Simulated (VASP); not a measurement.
ZrPb2O3, 6 atoms in the cell. It takes space group P6/mmm (No. 191, hexagonal). Conventional cell: a = 6.135 Å, b = 6.135 Å, c = 3.332 Å, α = 90.00°, β = 90.00°, γ = 120.00°. Zr (site symmetry 6/mmm) has 2 Zr at 3.33 Å and 12 O at 3.49 Å and 6 Pb at 3.54 Å within 4.4 Å. Within 3.2 Å of Pb (site symmetry -6m2) lie 6 O at 2.43 Å. Within 3.2 Å of O (site symmetry mmm) lie 4 Pb at 2.43 Å and 4 O at 3.07 Å. 

```yaml
Program: VASP 6.6.1
Task: single point
Functional: PBE
Potentials_or_basis: VASP PAW PBE potentials, release 64 (Zr_sv, Pb_d, O)
Cutoff: 520 eV
k_mesh: 6 × 6 × 4
Occupations: gaussian, width 0.1 eV
Spin: no spin polarisation
Dipole_correction: no
Further_INCAR_settings: ALGO = Normal; EDIFF = 1e-06; NBANDS = 38
```

Potentials or basis: VASP PAW PBE potentials, release 64 (Zr_sv, Pb_d, O).

Run with:

```sh
$ cat potpaw_PBE.64/Zr_sv/POTCAR potpaw_PBE.64/Pb_d/POTCAR potpaw_PBE.64/O/POTCAR > POTCAR
$ mpirun -np 1 vasp_std > vasp.out
```

Hardware: 1 thread of Intel(R) Xeon(R) Platinum 8488C (Sapphire Rapids) (shared host).

Task: Estimate the wall time of this run.

Result: Run time: 95 s on 1 thread of Intel(R) Xeon(R) Platinum 8488C (Sapphire Rapids), with other jobs on the host, peak memory 0.29 GiB. Counts: scf iterations 18, k points 21.
